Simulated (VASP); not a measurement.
GaP, 4 atoms in the cell. Symmetry: I-4m2, No. 119, tetragonal system. Conventional cell: a = 3.718 Å, b = 3.718 Å, c = 5.654 Å, α = 90.00°, β = 90.00°, γ = 90.00°. Ga (site symmetry -4m2) has 4 P at 2.34 Å within 3.1 Å. Within 3.1 Å of P (site symmetry -4m2) lie 4 Ga at 2.34 Å.  This cell differs from its parent crystal: biaxial strain in the a-b plane: -4.5 %.

* Program: VASP 6.6.1
* Task: single point
* Functional: PBE
* Potentials or basis: VASP PAW PBE potentials, release 64 (Ga_d, P)
* Cutoff: 520 eV
* k mesh: 8 × 8 × 6
* Occupations: gaussian, width 0.02 eV
* Spin: no spin polarisation
* Dipole correction: no
* Further INCAR settings: ALGO = Normal; EDIFF = 1e-06; NBANDS = 26

Potentials or basis: VASP PAW PBE potentials, release 64 (Ga_d, P).

Launch:

```console
$ cat potpaw_PBE.64/Ga_d/POTCAR potpaw_PBE.64/P/POTCAR > POTCAR
$ mpirun -np 1 vasp_std > vasp.out
```

Hardware: 1 thread of AMD EPYC 9R45 96-Core Processor (Zen 5), on a shared host.

Task: Estimate the wall time of this run.

Result: Run time: 44 s on 1 thread of AMD EPYC 9R45 96-Core Processor (Zen 5), on a shared host, peak memory 0.21 GiB. Counts: scf iterations 14, k points 60.
